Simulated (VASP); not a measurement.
# BaTiO3 (Pm-3m) in VASP: single point with r2SCAN

Aim: the single point of BaTiO3 with r2SCAN.

All numbers are computed with VASP 6.6.1; they aren't measurements. Logs are shortened: lines on timing, memory, paths and dates and some standing lists are left out, and cuts for length are marked.

## (1) The cell of the first run

It takes space group Pm-3m (No. 221, cubic). The conventional cell has a = 4.060 Å, b = 4.060 Å, c = 4.060 Å, α = 90.00°, β = 90.00°, γ = 90.00°. Ba (site symmetry m-3m) has 12 O at 2.87 Å and 8 Ti at 3.52 Å within 3.8 Å. Ti (site symmetry m-3m) has 6 O at 2.03 Å within 2.7 Å. Within 2.7 Å of O (site symmetry 4/mmm) lie 2 Ti at 2.03 Å.

## (2) Single point, r2SCAN

Contents of POSCAR:

```
BaTiO3
1.0
    4.0600135600      0.0000000000      0.0000000000
    0.0000000000      4.0600135600      0.0000000000
    0.0000000000      0.0000000000      4.0600135600
Ba Ti O
1 1 3
Direct
    0.5000000000      0.5000000000      0.5000000000
    0.0000000000      0.0000000000      0.0000000000
    0.5000000000      0.0000000000      0.0000000000
    0.0000000000      0.5000000000      0.0000000000
    0.0000000000      0.0000000000      0.5000000000
```

Contents of INCAR.step1:

```
SYSTEM = BaTiO3
PREC     = Accurate       ! precision mode
ENCUT    = 520            ! plane-wave cutoff, eV
ISMEAR   = -1             ! smearing method
SIGMA    = 0.1            ! smearing width, eV
LREAL    = .FALSE.        ! projectors in reciprocal space
LASPH    = .TRUE.         ! aspherical terms in the spheres
NELM     = 100            ! most SCF steps
NBANDS   = 28             ! bands
GGA      = PE             ! functional
ALGO     = Normal         ! electronic algorithm
EDIFF    = 1E-4           ! SCF threshold, eV
LWAVE    = .TRUE.         ! write WAVECAR
LCHARG   = .FALSE.        ! write CHGCAR
```

Contents of INCAR.step2:

```
SYSTEM = BaTiO3
PREC     = Accurate       ! precision mode
ENCUT    = 520            ! plane-wave cutoff, eV
EDIFF    = 1E-6           ! SCF threshold, eV
ISMEAR   = -1             ! smearing method
SIGMA    = 0.1            ! smearing width, eV
LREAL    = .FALSE.        ! projectors in reciprocal space
LASPH    = .TRUE.         ! aspherical terms in the spheres
NELM     = 100            ! most SCF steps
ALGO     = Normal         ! electronic algorithm
ISIF     = 2              ! what is computed and relaxed
LWAVE    = .FALSE.        ! write WAVECAR
LCHARG   = .TRUE.         ! write CHGCAR
METAGGA  = R2SCAN         ! meta-GGA
LMIXTAU  = .TRUE.       
LELF     = .TRUE.         ! ELF
LVHAR    = .TRUE.       
NBANDS   = 28             ! bands
ISTART   = 1
```

Contents of KPOINTS:

```
regular mesh
0
G
  6 6 6
  0 0 0
```

Potentials or basis: VASP PAW PBE potentials, release 64 (Ba_sv, Ti_sv, O).

The run is started by

```bash
> cat potpaw_PBE.64/Ba_sv/POTCAR potpaw_PBE.64/Ti_sv/POTCAR potpaw_PBE.64/O/POTCAR > POTCAR
> cp INCAR.step1 INCAR
> mpirun -np 1 vasp_std > vasp.out
> cp INCAR.step2 INCAR
> mpirun -np 1 vasp_std > vasp.out
```

OUTCAR:

```text
SYSTEM = BaTiO3
   PREC = Accurate
   ENCUT = 520
   EDIFF = 1E-6
   ISMEAR = -1
   LREAL = .FALSE.
   LASPH = .TRUE.
   NELM = 100
   ISIF = 2
   METAGGA = R2SCAN
   ISTART = 1

 ion  position               nearest neighbor table
   1  0.500  0.500  0.500-   3 2.87   4 2.87   5 2.87   3 2.87   4 2.87   3 2.87   5 2.87   3 2.87
                             4 2.87   5 2.87   4 2.87   5 2.87   2 3.52   2 3.52   2 3.52   2 3.52
   2  0.000  0.000  0.000-   3 2.03   4 2.03   5 2.03   5 2.03   4 2.03   3 2.03   1 3.52   1 3.52
                             1 3.52   1 3.52   1 3.52   1 3.52   1 3.52   1 3.52
   3  0.500  0.000  0.000-   2 2.03   2 2.03   1 2.87   1 2.87   1 2.87   1 2.87
   4  0.000  0.500  0.000-   2 2.03   2 2.03   1 2.87   1 2.87   1 2.87   1 2.87
   5  0.000  0.000  0.500-   2 2.03   2 2.03   1 2.87   1 2.87   1 2.87   1 2.87

  LATTYP: Found a simple cubic cell.
 ALAT       =     4.0600135600

  Lattice vectors:

 A1 = (   4.0600135600,   0.0000000000,   0.0000000000)
 A2 = (   0.0000000000,   4.0600135600,   0.0000000000)
 A3 = (   0.0000000000,   0.0000000000,   4.0600135600)

Analysis of symmetry for initial positions (statically):
=====================================================================
 Subroutine PRICEL returns:
 Original cell was already a primitive cell.

 Routine SETGRP: Setting up the symmetry group for a
 simple cubic supercell.

 Subroutine GETGRP returns: Found 48 space group operations
 (whereof 48 operations were pure point group operations)
 out of a pool of 48 trial point group operations.

The static configuration has the point symmetry O_h .

Analysis of symmetry for dynamics (positions and initial velocities):
=====================================================================
 Subroutine PRICEL returns:
 Original cell was already a primitive cell.

 Routine SETGRP: Setting up the symmetry group for a
 simple cubic supercell.

 Subroutine GETGRP returns: Found 48 space group operations
 (whereof 48 operations were pure point group operations)
 out of a pool of 48 trial point group operations.

The dynamic configuration has the point symmetry O_h .

 Subroutine INISYM returns: Found 48 space group operations
 (whereof 48 operations are pure point group operations),
 and found     1 'primitive' translations

[... 94 lines left out ...]
   NELM   =    100;   NELMIN=  2; NELMDL=  0     # of ELM steps
   EDIFF  = 0.1E-05   stopping-criterion for ELM
   LREAL  =      F    real-space projection
   EDIFFG = 0.1E-04   stopping-criterion for IOM
   NSW    =      0    number of steps for IOM
   IBRION =     -1    ionic relax: 0-MD 1-quasi-New 2-CG
   NFREE  =      0    steps in history (QN), initial steepest desc. (CG)
   ISIF   =      2    stress and relaxation
   ISYM   =      2    0-nonsym 1-usesym 2-fastsym
   POTIM  = 0.5000    time-step for ionic-motion
   TEBEG  =    0.0;   TEEND  =   0.0 temperature during run
   PSTRESS=    0.0 pullay stress
   NELECT =      40.0000    total number of electrons
   NUPDOWN=      -1.0000    fix difference up-down
   EMIN   =  10.00;   EMAX   =-10.00  energy-range for DOS
   EFERMI =   0.00;   METHOD = LEGACY
   ISMEAR =    -1;   SIGMA  =   0.10  broadening in eV -4-tet -1-fermi 0-gaus
   EFERMI_NEDOS =   21; number of points for ismear=-14 and -15
   IALGO  =     38    algorithm
   IMIX   =      4    mixing-type and parameters
     AMIX     =   0.40;   BMIX     =  1.00
     AMIX_MAG =   1.60;   BMIX_MAG =  1.00
  volume/ion in A,a.u.               =      13.38        90.33
  Fermi-wavevector in a.u.,A,eV,Ry     =   1.379010  2.605951 25.873763  1.901668
  Thomas-Fermi vector in A             =   2.504019
   LORBIT       =      0    0 simple, 1 ext, 2 COOP (PROOUT), +10 PAW based schemes
   METAGGA = R2SCAN    functional components
   LHFCALC =     F    Hartree Fock is set to
   AEXX    =    0.0000 exact exchange contribution
   IVDW    =     0    specifies the selected vdW correction
   LEPSILON=     F    determine dielectric tensor
   LRPA    =     F    only Hartree local field effects (RPA)
 non-spin polarized calculation
  energy-cutoff  :      520.00
  volume of cell :       66.92
 maximum number of plane-waves:      1856
   NGX = 15   NGY = 15   NGZ = 15

 number of electron      39.9999982 magnetization

 Free energy of the ion-electron system (eV)
  ---------------------------------------------------
  ext. energy  EPLUGINS =         0.00000000
  ---------------------------------------------------
  free energy    TOTEN  =       -74.18694742 eV

  energy without entropy =      -74.18693428  energy(sigma->0) =      -74.18694085

 E-fermi :   4.2564     XC(G=0): -11.6776

 val. band max:        3.2083430444   @ k =   0.5000   0.5000   0.5000
 cond. band min:       5.2395898393   @ k =   0.0000   0.0000   0.0000
 fundamental gap:      2.0312467949
 Fermi energy:         4.2563569668

 k-point     1 :       0.0000    0.0000    0.0000
  band No.  band energies     occupation
      1     -55.8724      2.00000
      2     -31.0063      2.00000
      3     -31.0063      2.00000
      4     -31.0063      2.00000
      5     -22.3694      2.00000
      6     -14.5558      2.00000
[... 609 lines left out ...]
     27      10.8261      0.00000
     28      10.8261      0.00000

------------------------ aborting loop because EDIFF is reached ----------------------------------------

  FORCE on cell =-STRESS in cart. coord.  units (eV):
  Direction    XX          YY          ZZ          XY          YZ          ZX
  --------------------------------------------------------------------------------------
  -------------------------------------------------------------------------------------
  Total       -2.6373322     -2.6373322     -2.6373322     -0.0000000      0.0000000     -0.0000000
  in kB      -63.1383131    -63.1383131    -63.1383131     -0.0000000      0.0000000     -0.0000000
  external PRESSURE =     -63.1383131 kB  Pullay stress =       0.0000000 kB

 VOLUME and BASIS-vectors are now :
 -----------------------------------------------------------------------------
  energy-cutoff  :      520.00
  volume of cell :       66.92
      direct lattice vectors                 reciprocal lattice vectors
     4.060013560  0.000000000  0.000000000     0.246304596  0.000000000  0.000000000
     0.000000000  4.060013560  0.000000000     0.000000000  0.246304596  0.000000000
     0.000000000  0.000000000  4.060013560     0.000000000  0.000000000  0.246304596

 POSITION                                       TOTAL-FORCE (eV/Angst)
 -----------------------------------------------------------------------------------
      2.03001      2.03001      2.03001         0.000000      0.000000      0.000000
      0.00000      0.00000      0.00000         0.000000      0.000000      0.000000
      2.03001      0.00000      0.00000         0.000000      0.000000      0.000000
      0.00000      2.03001      0.00000         0.000000      0.000000      0.000000
      0.00000      0.00000      2.03001         0.000000      0.000000      0.000000
 -----------------------------------------------------------------------------------
    total drift:                                0.000000     -0.000000      0.000000

  FREE ENERGIE OF THE ION-ELECTRON SYSTEM (eV)
  ---------------------------------------------------
  free  energy   TOTEN  =       -74.1869474174 eV

  energy  without entropy=      -74.1869342762  energy(sigma->0) =      -74.18694085
```

Run time: 64 s. Hardware: 1 thread of Intel Xeon 6975P-C (Granite Rapids), shared host; peak memory 0.19 GiB.

What came out:

```yaml
Free_energy: -74.1869 eV
Pressure: -6.3 GPa
Band_gap_on_the_k_mesh: 2.03 eV, indirect (least direct gap 2.22 eV)
```

Levels at points of the mesh, in eV from the valence-band top:
| k point | band 16 | band 17 | band 18 | band 19 | band 20 | band 21 | band 22 | band 23 | band 24 | band 25 |
| --- | --- | --- | --- | --- | --- | --- | --- | --- | --- | --- |
| (0.00, 0.00, 0.00) | -1.06 | -1.06 | -0.19 | -0.19 | -0.19 | 2.03 | 2.03 | 2.03 | 3.87 | 3.87 |
| (0.50, 0.00, 0.00) | -1.80 | -1.77 | -1.77 | -0.74 | -0.74 | 2.17 | 3.62 | 3.62 | 3.87 | 5.88 |
| (0.50, 0.50, 0.00) | -2.53 | -1.80 | -0.91 | -0.91 | -0.08 | 3.63 | 3.63 | 4.05 | 4.72 | 7.62 |
| (0.50, 0.50, 0.50) | -2.43 | -2.43 | 0.00 | 0.00 | 0.00 | 4.26 | 4.26 | 4.26 | 7.21 | 7.21 |

Caveat: the PAW data sets were made with another functional, which shifts forces and pressure a little; spin-orbit coupling is left out, which moves the levels of the heavy elements.
